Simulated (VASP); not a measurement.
# Mg3NO3 in VASP: single point with PBE

Aim: the single point of Mg3NO3 with PBE.

All numbers are computed with VASP 6.6.1; they aren't measurements. Logs are shortened: lines on timing, memory, paths and dates and some standing lists are left out, and cuts for length are marked.

## (1) The cell of the first run

The cell holds a slab with vacuum, 7 atoms: a = 3.009 Å, b = 3.009 Å, c = 19.780 Å, α = 90.00°, β = 90.00°, γ = 90.00°.

## (2) Single point, PBE, collinear spin, ferromagnetic start

INCAR reads:

```
SYSTEM = Mg3NO3
ALGO     = Normal         ! electronic algorithm
DIPOL    = 0.5 0.5 0.343
EDIFF    = 1E-6           ! SCF threshold, eV
ENCUT    = 520            ! plane-wave cutoff, eV
GGA      = PE             ! functional
IDIPOL   = 3            
ISIF     = 2              ! what is computed and relaxed
ISMEAR   = 0              ! smearing method
ISPIN    = 2              ! spin polarisation
LASPH    = .TRUE.         ! aspherical terms in the spheres
LCHARG   = .FALSE.        ! write CHGCAR
LDIPOL   = .TRUE.       
LORBIT   = 11             ! projections on sites
LREAL    = .FALSE.        ! projectors in reciprocal space
LWAVE    = .FALSE.        ! write WAVECAR
MAGMOM   = 0 0 0 0 0 0 3  ! initial moments
NBANDS   = 28             ! bands
NELM     = 150            ! most SCF steps
PREC     = Accurate       ! precision mode
SIGMA    = 0.05           ! smearing width, eV
```

KPOINTS reads:

```
k-points
0
G
  9 9 1
  0 0 0
```

POSCAR reads:

```
Mg3NO3
1.0
    3.0085896333      0.0000000000      0.0000000000
    0.0000000000      3.0085896333      0.0000000000
    0.0000000000      0.0000000000     19.7799623295
Mg O N
3 3 1
Direct
    0.5000000000      0.5000000000      0.2022248543
    0.0000000000      0.0000000000      0.3100331114
    0.5000000000      0.5000000000      0.4161289115
    0.0000000000      0.0000000000      0.2022248543
    0.5000000000      0.5000000000      0.3095409233
    0.0000000000      0.0000000000      0.4186035439
    0.0000000000      0.5000000000      0.5423489328
```

Potentials or basis: VASP PAW PBE potentials, release 64 (Mg, O, N).

Run with:

```bash
$ cat potpaw_PBE.64/Mg/POTCAR potpaw_PBE.64/O/POTCAR potpaw_PBE.64/N/POTCAR > POTCAR
$ mpirun -np 1 vasp_std > vasp.out
```

OUTCAR:

```text
SYSTEM = Mg3NO3
   EDIFF = 1E-6
   ENCUT = 520
   GGA = PE
   ISIF = 2
   ISMEAR = 0
   ISPIN = 2
   LASPH = .TRUE.
   LORBIT = 11
   LREAL = .FALSE.
   NELM = 150
   PREC = Accurate

 ion  position               nearest neighbor table
   1  0.500  0.500  0.202-   5 2.12   4 2.13   4 2.13   4 2.13   4 2.13   2 3.01   2 3.01   2 3.01
                             2 3.01
   2  0.000  0.000  0.310-   5 2.13   5 2.13   5 2.13   5 2.13   4 2.13   6 2.15   3 2.99   3 2.99
                             3 2.99   3 2.99   1 3.01   1 3.01   1 3.01   1 3.01
   3  0.500  0.500  0.416-   5 2.11   6 2.13   6 2.13   6 2.13   6 2.13   2 2.99   2 2.99   2 2.99
                             2 2.99
   4  0.000  0.000  0.202-   1 2.13   1 2.13   1 2.13   1 2.13   2 2.13
   5  0.500  0.500  0.310-   3 2.11   1 2.12   2 2.13   2 2.13   2 2.13   2 2.13
   6  0.000  0.000  0.419-   3 2.13   3 2.13   3 2.13   3 2.13   2 2.15
   7  0.000  0.500  0.542-

  LATTYP: Found a simple tetragonal cell.
 ALAT       =     3.0085896333
 C/A-ratio  =     6.5744966048

  Lattice vectors:

 A1 = (   3.0085896333,   0.0000000000,   0.0000000000)
 A2 = (   0.0000000000,   3.0085896333,   0.0000000000)
 A3 = (   0.0000000000,   0.0000000000,  19.7799623295)

Analysis of symmetry for initial positions (statically):
=====================================================================
 Subroutine PRICEL returns:
 Original cell was already a primitive cell.

 Routine SETGRP: Setting up the symmetry group for a
 simple tetragonal supercell.

 Subroutine GETGRP returns: Found  4 space group operations
 (whereof  4 operations were pure point group operations)
 out of a pool of 16 trial point group operations.

The static configuration has the point symmetry C_2v.

Analysis of symmetry for dynamics (positions and initial velocities):
=====================================================================
 Subroutine PRICEL returns:
 Original cell was already a primitive cell.

 Routine SETGRP: Setting up the symmetry group for a
 simple tetragonal supercell.

 Subroutine GETGRP returns: Found  4 space group operations
 (whereof  4 operations were pure point group operations)
 out of a pool of 16 trial point group operations.

The dynamic configuration has the point symmetry C_2v.

Analysis of structural, dynamic, and magnetic symmetry:
=====================================================================
 Subroutine PRICEL returns:
 Original cell was already a primitive cell.

 Routine SETGRP: Setting up the symmetry group for a
 simple tetragonal supercell.

 Subroutine GETGRP returns: Found  4 space group operations
 (whereof  4 operations were pure point group operations)
 out of a pool of 16 trial point group operations.

The overall configuration has the point symmetry C_2v.

 Subroutine INISYM returns: Found  4 space group operations
 (whereof  4 operations are pure point group operations),
 and found     1 'primitive' translations

----------------------------------------------------------------------------------------

                                     Primitive cell

  volume of cell :     179.0405

  direct lattice vectors                    reciprocal lattice vectors
     3.008589633  0.000000000  0.000000000     0.332381654  0.000000000  0.000000000
     0.000000000  3.008589633  0.000000000     0.000000000  0.332381654  0.000000000
     0.000000000  0.000000000 19.779962330     0.000000000  0.000000000  0.050556214

  length of vectors
     3.008589633  3.008589633 19.779962330     0.332381654  0.332381654  0.050556214

  position of ions in fractional coordinates (direct lattice)
     0.500000000  0.500000000  0.202224854
     0.000000000  0.000000000  0.310033111
     0.500000000  0.500000000  0.416128912
     0.000000000  0.000000000  0.202224854
     0.500000000  0.500000000  0.309540923
     0.000000000  0.000000000  0.418603544
     0.000000000  0.500000000  0.542348933

  ion indices of the primitive-cell ions
   primitive index   ion index
                 1           1
                 2           2
                 3           3
                 4           4
                 5           5
                 6           6
                 7           7

----------------------------------------------------------------------------------------

 KPOINTS: k-points

Automatic generation of k-mesh.
 Grid dimensions read from file:
 generate k-points for:    9    9    1

 Generating k-lattice:

  Cartesian coordinates                     Fractional coordinates (reciprocal lattice)
     0.036931295  0.000000000  0.000000000     0.111111111  0.000000000  0.000000000
     0.000000000  0.036931295  0.000000000     0.000000000  0.111111111  0.000000000
     0.000000000  0.000000000  0.050556214     0.000000000  0.000000000  1.000000000

  Length of vectors
     0.036931295  0.036931295  0.050556214

  Shift w.r.t. Gamma in fractional coordinates (k-lattice)
     0.000000000  0.000000000  0.000000000

 Subroutine IBZKPT returns following result:
 ===========================================

 Found     25 irreducible k-points:

 Following reciprocal coordinates:
            Coordinates               Weight
  0.000000  0.000000  0.000000      1.000000
  0.111111  0.000000  0.000000      2.000000
  0.000000  0.111111  0.000000      2.000000
  0.222222  0.000000  0.000000      2.000000
  0.000000  0.222222  0.000000      2.000000
  0.333333  0.000000  0.000000      2.000000
[... 16 lines left out ...]
  0.444444  0.333333  0.000000      4.000000
 -0.333333  0.444444  0.000000      4.000000
   k-points           NKPTS =     25   k-points in BZ     NKDIM =     25   number of bands    NBANDS=     28
   number of dos      NEDOS =    301   number of ions     NIONS =      7
   total plane-waves  NPLWV =  86400
   dimension x,y,z NGX =    24 NGY =   24 NGZ =  150
   dimension x,y,z NGXF=    48 NGYF=   48 NGZF=  300
   ions per type =               3   3   1
   NGX,Y,Z   is equivalent  to a cutoff of  13.26, 13.26, 12.61 a.u.
   NGXF,Y,Z  is equivalent  to a cutoff of  26.52, 26.52, 25.21 a.u.
 SYSTEM =  Mg3NO3
   PREC   = accura    normal or accurate (medium, high low for compatibility)
   ISTART =      0    job   : 0-new  1-cont  2-samecut
   ICHARG =      2    charge: 1-file 2-atom 10-const
   ISPIN  =      2    spin polarized calculation?
   LNONCOLLINEAR =      F non collinear calculations
   LSORBIT =      F    spin-orbit coupling
   LASPH  =      T    aspherical Exc in radial PAW
   ENCUT  =  520.0 eV  38.22 Ry    6.18 a.u.   5.59  5.59 36.78*2*pi/ulx,y,z
   NELM   =    150;   NELMIN=  2; NELMDL= -5     # of ELM steps
   EDIFF  = 0.1E-05   stopping-criterion for ELM
   LREAL  =      F    real-space projection
   EDIFFG = 0.1E-04   stopping-criterion for IOM
   NSW    =      0    number of steps for IOM
   IBRION =     -1    ionic relax: 0-MD 1-quasi-New 2-CG
   NFREE  =      0    steps in history (QN), initial steepest desc. (CG)
   ISIF   =      2    stress and relaxation
   ISYM   =      2    0-nonsym 1-usesym 2-fastsym
   POTIM  = 0.5000    time-step for ionic-motion
   TEBEG  =    0.0;   TEEND  =   0.0 temperature during run
   PSTRESS=    0.0 pullay stress
   NELECT =      29.0000    total number of electrons
   NUPDOWN=      -1.0000    fix difference up-down
   EMIN   =  10.00;   EMAX   =-10.00  energy-range for DOS
   EFERMI =   0.00;   METHOD = LEGACY
   ISMEAR =     0;   SIGMA  =   0.05  broadening in eV -4-tet -1-fermi 0-gaus
   EFERMI_NEDOS =   21; number of points for ismear=-14 and -15
   IALGO  =     38    algorithm
   IMIX   =      4    mixing-type and parameters
     AMIX     =   0.40;   BMIX     =  1.00
     AMIX_MAG =   1.60;   BMIX_MAG =  1.00
  volume/ion in A,a.u.               =      25.58       172.60
  Fermi-wavevector in a.u.,A,eV,Ry     =   0.892395  1.686382 10.835251  0.796369
  Thomas-Fermi vector in A             =   2.014338
   LORBIT       =     11    0 simple, 1 ext, 2 COOP (PROOUT), +10 PAW based schemes
   GGA     = PE    functional components
   LHFCALC =     F    Hartree Fock is set to
   AEXX    =    0.0000 exact exchange contribution
   IVDW    =     0    specifies the selected vdW correction
   LEPSILON=     F    determine dielectric tensor
   LRPA    =     F    only Hartree local field effects (RPA)
 spin polarized calculation
 Gauss-broadening in eV      SIGMA  =   0.05
  energy-cutoff  :      520.00
  volume of cell :      179.04
 maximum number of plane-waves:      4849
 NGX is ok and might be reduce to    24
   NGX = 11   NGY = 11   NGZ = 73

 dipolmoment           0.000000      0.000000     -0.001543 electrons x Angstroem

 number of electron      29.0000005 magnetization       3.0000003

 dipolmoment           0.000000      0.000000      0.100110 electrons x Angstroem

 Free energy of the ion-electron system (eV)
  ---------------------------------------------------
  ext. energy  EPLUGINS =         0.00000000
  ---------------------------------------------------
  free energy    TOTEN  =       -37.81930456 eV

  energy without entropy =      -37.81930456  energy(sigma->0) =      -37.81930456

 E-fermi :  -2.2468     XC(G=0):  -5.0510

 val. band max:       -2.4988873627   @ k =   0.0000   0.0000   0.0000
 cond. band min:      -1.6612648429   @ k =   0.4444   0.0000   0.0000
 fundamental gap:      0.8376225199
 Fermi energy:        -2.2468116913

 spin component 1

 k-point     1 :       0.0000    0.0000    0.0000
  band No.  band energies     occupation
      1     -19.3167      1.00000
      2     -18.5679      1.00000
      3     -18.1871      1.00000
      4     -16.1013      1.00000
      5      -5.9048      1.00000
      6      -5.0536      1.00000
[... 18 lines left out ...]
     25       7.7324      0.00000
     26       8.3004      0.00000
[... 644 lines left out ...]
      4     -15.3819      1.00000
      5      -6.0088      1.00000
      6      -5.8439      1.00000
[... 18 lines left out ...]
     25       8.4801      0.00000
     26       8.8395      0.00000

 [... further k-points ...]

 spin component 2

 k-point     1 :       0.0000    0.0000    0.0000
  band No.  band energies     occupation
      1     -19.2888      1.00000
      2     -18.5007      1.00000
      3     -18.0726      1.00000
      4     -11.9304      1.00000
      5      -5.8105      1.00000
      6      -4.3762      1.00000
[... 18 lines left out ...]
     25       8.1574      0.00000
     26       8.5892      0.00000
[... 644 lines left out ...]
      4     -10.9412      1.00000
      5      -5.9881      1.00000
      6      -5.8123      1.00000
[... 18 lines left out ...]
     25       8.6589      0.00000
     26       9.1803      0.00000

 [... further k-points ...]

 [bands above 26 left out]

------------------------ aborting loop because EDIFF is reached ----------------------------------------

 vacuum level on the upper side and lower side of the slab       (xc-potential included)         0.913        -1.001

  FORCE on cell =-STRESS in cart. coord.  units (eV):
  Direction    XX          YY          ZZ          XY          YZ          ZX
  --------------------------------------------------------------------------------------
  -------------------------------------------------------------------------------------
  Total       -3.3682819     -3.1907076     -0.1451832      0.0000000      0.0000000      0.0000000
  in kB      -30.1416936    -28.5526364     -1.2991983      0.0000000      0.0000000      0.0000000
  external PRESSURE =     -19.9978428 kB  Pullay stress =       0.0000000 kB

 VOLUME and BASIS-vectors are now :
 -----------------------------------------------------------------------------
  energy-cutoff  :      520.00
  volume of cell :      179.04
      direct lattice vectors                 reciprocal lattice vectors
     3.008589633  0.000000000  0.000000000     0.332381654  0.000000000  0.000000000
     0.000000000  3.008589633  0.000000000     0.000000000  0.332381654  0.000000000
     0.000000000  0.000000000 19.779962330     0.000000000  0.000000000  0.050556214

 POSITION                                       TOTAL-FORCE (eV/Angst)
 -----------------------------------------------------------------------------------
      1.50429      1.50429      4.00000         0.000000      0.000000      0.452195
      0.00000      0.00000      6.13244         0.000000      0.000000     -0.025353
      1.50429      1.50429      8.23101         0.000000      0.000000      0.452013
      0.00000      0.00000      4.00000         0.000000      0.000000     -0.429175
      1.50429      1.50429      6.12271         0.000000      0.000000      0.002855
      0.00000      0.00000      8.27996         0.000000      0.000000     -0.455252
      0.00000      1.50429     10.72764         0.000000      0.000000      0.002717
 -----------------------------------------------------------------------------------
    total drift:                                0.000000     -0.000000     -0.001853

  FREE ENERGIE OF THE ION-ELECTRON SYSTEM (eV)
  ---------------------------------------------------
  free  energy   TOTEN  =       -37.8193045638 eV

  energy  without entropy=      -37.8193045638  energy(sigma->0) =      -37.81930456

 vacuum level on the upper side and lower side of the slab         4.299         2.299

 total charge

# of ion       s       p       d       tot
------------------------------------------
    1        0.141   0.150   0.062   0.352
    2        0.147   0.171   0.073   0.391
    3        0.139   0.151   0.063   0.352
    4        1.543   3.492   0.000   5.034
    5        1.543   3.542   0.000   5.085
    6        1.547   3.479   0.000   5.026
    7        1.361   1.936   0.000   3.297
--------------------------------------------------
tot          6.419  12.920   0.197  19.537

 magnetization (x)

# of ion       s       p       d       tot
------------------------------------------
    1        0.000   0.000   0.000   0.000
    2        0.001   0.001   0.001   0.002
    3       -0.002  -0.001   0.001  -0.002
    4        0.000   0.001   0.000   0.001
    5        0.000   0.008   0.000   0.008
    6        0.005   0.107   0.000   0.111
    7        0.043   1.852   0.000   1.895
--------------------------------------------------
tot          0.047   1.967   0.001   2.016
```

Run time: 3.3 min. Hardware: 1 thread of Intel Xeon 6975P-C (Granite Rapids), shared host; peak memory 0.44 GiB.

Results:

- Free energy: -37.8193 eV
- Largest force: 0.455 eV/Å
- Band gap on the k mesh: 0.84 eV (least direct gap 0.97 eV)
- Net moment: 3.00 μB per cell
- Site moments: Mg +0.00, -0.00 (each value once); O +0.00, +0.01, +0.11; N +1.90 μB
- Valence electrons inside the program's atomic spheres: Mg 0.35, 0.39 (each value once); O 5.03, 5.08 (each value once); N 3.30

Forces in eV/Å, atoms in the order of the input:
```
Mg   0.000  0.000  0.452
Mg   0.000  0.000 -0.025
Mg   0.000  0.000  0.452
O    0.000  0.000 -0.429
O    0.000  0.000  0.003
O    0.000  0.000 -0.455
N    0.000  0.000  0.003
```

Levels at points of the mesh, in eV from the valence-band top:
Spin up:
```csv
k point,band 13,band 14,band 15,band 16,band 17,band 18,band 19,band 20
"(0.00, 0.00, 0.00)",-0.41,-0.31,-0.05,-0.04,3.28,5.04,5.53,6.53
```
Spin down:
```csv
k point,band 9,band 10,band 11,band 12,band 13,band 14,band 15,band 16,band 17,band 18
"(0.00, 0.00, 0.00)",-0.72,-0.41,-0.41,-0.01,0.00,1.79,3.31,3.67,3.78,5.13
```
